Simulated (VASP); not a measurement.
**C: relaxation of cell and atoms with PBEsol**

The system is C.

```
CELL_PARAMETERS angstrom
2.49881 0.00000 0.00000
-1.24941 2.16404 0.00000
0.00000 0.00000 16.64334
ATOMIC_POSITIONS crystal
C 0.00000 0.00000 0.00000
C 0.00000 0.00000 0.09375
C 0.33333 0.66667 0.12500
C 0.33333 0.66667 0.21875
C 0.00000 0.00000 0.25000
C 0.00000 0.00000 0.34375
C 0.33333 0.66667 0.37500
C 0.33333 0.66667 0.46875
C 0.00000 0.00000 0.50000
C 0.00000 0.00000 0.59375
C 0.66667 0.33333 0.62500
C 0.66667 0.33333 0.71875
C 0.00000 0.00000 0.75000
C 0.00000 0.00000 0.84375
C 0.33333 0.66667 0.87500
C 0.33333 0.66667 0.96875
```

```yaml
Program: VASP 6.6.1
Task: relaxation of cell and atoms
Functional: PBEsol
Potentials_or_basis: VASP PAW PBE potentials, release 64 (C)
Cutoff: 600 eV
k_mesh: 12 × 12 × 2
Occupations: gaussian, width 0.02 eV
Spin: no spin polarisation
Dipole_correction: no
Further_INCAR_settings: LREAL = Auto; ALGO = Normal; EDIFF = 1e-06; IBRION = 2; EDIFFG = -0.01; NSW = 65; ISIF = 3
```

The energy gained by relaxing is 1.1 meV/atom and the ionic steps are 9. The pressure after relaxing is 0.0 GPa. The largest force after relaxing is 0.009 eV/Å and the band gap on the k mesh is 3.61 eV (least direct gap 5.06 eV).

Forces in eV/Å, atoms in the order of the input:
```
C    0.000  0.000  0.001
C    0.000  0.000  0.000
C    0.000  0.000  0.002
C    0.000  0.000 -0.002
C    0.000  0.000  0.000
C    0.000  0.000 -0.001
C    0.000  0.000  0.002
C    0.000  0.000 -0.002
C    0.000  0.000  0.003
C    0.000  0.000  0.000
C    0.000  0.000  0.009
C    0.000  0.000 -0.009
C    0.000  0.000  0.000
C    0.000  0.000 -0.003
C    0.000  0.000  0.002
C    0.000  0.000 -0.002
```

Stress tensor (GPa, compression positive):
```
 0.04  0.00  0.00
 0.00  0.04  0.00
 0.00  0.00 -0.05
```

Step by step:
| step | energy change (eV) | largest force (eV/Å) | pressure (GPa) | volume (Å³) |
| --- | --- | --- | --- | --- |
| 1 | 0.0000 | 0.3712 | 0.09 | 90.00 |
| 2 | 0.0080 | 0.6420 | -0.07 | 90.04 |
| 3 | -0.0132 | 0.1693 | -0.05 | 90.02 |
| 4 | -0.0136 | 0.1719 | 0.10 | 90.00 |
| 5 | -0.0146 | 0.0801 | 0.03 | 90.01 |
| 6 | -0.0160 | 0.0595 | -0.01 | 90.01 |
| 7 | -0.0165 | 0.0684 | -0.03 | 90.01 |
| 8 | -0.0167 | 0.0566 | 0.04 | 90.00 |
| 9 | -0.0169 | 0.0087 | 0.01 | 90.01 |

Final structure:
```
C
1.0
     2.50280    0.00000    0.00000
    -1.25140    2.16749    0.00000
     0.00000    0.00000   16.59164
C
16
Direct
  0.00000 0.00000 0.99949
  0.00000 0.00000 0.09341
  0.33333 0.66667 0.12491
  0.33333 0.66667 0.21884
  0.00000 0.00000 0.25034
  0.00000 0.00000 0.34426
  0.33333 0.66667 0.37573
  0.33333 0.66667 0.46974
  0.00000 0.00000 0.50098
  0.00000 0.00000 0.59361
  0.66667 0.33333 0.62481
  0.66667 0.33333 0.71894
  0.00000 0.00000 0.75014
  0.00000 0.00000 0.84277
  0.33333 0.66667 0.87401
  0.33333 0.66667 0.96802
```

Levels at points of the mesh, in eV from the valence-band top:
| k point | band 29 | band 30 | band 31 | band 32 | band 33 | band 34 | band 35 | band 36 |
| --- | --- | --- | --- | --- | --- | --- | --- | --- |
| (0.00, 0.00, 0.00) | -0.67 | -0.38 | 0.00 | 0.00 | 5.06 | 5.06 | 5.36 | 5.83 |
| (0.50, 0.00, 0.00) | -4.06 | -3.80 | -3.80 | -3.10 | 4.41 | 4.77 | 4.77 | 5.62 |
| (0.00, 0.00, 0.50) | -0.24 | -0.24 | -0.15 | -0.15 | 5.21 | 5.21 | 5.38 | 5.38 |
| (0.50, 0.00, 0.50) | -4.44 | -4.18 | -3.30 | -3.29 | 4.49 | 4.51 | 5.21 | 5.22 |

Wall time 23 min on 1 thread of Oxide Virtual Turin-like Processor, on a shared host, peak memory 0.25 GiB.

Caveat: the PAW data sets were made with another functional, which shifts forces and pressure a little. A k mesh can miss the band edges.
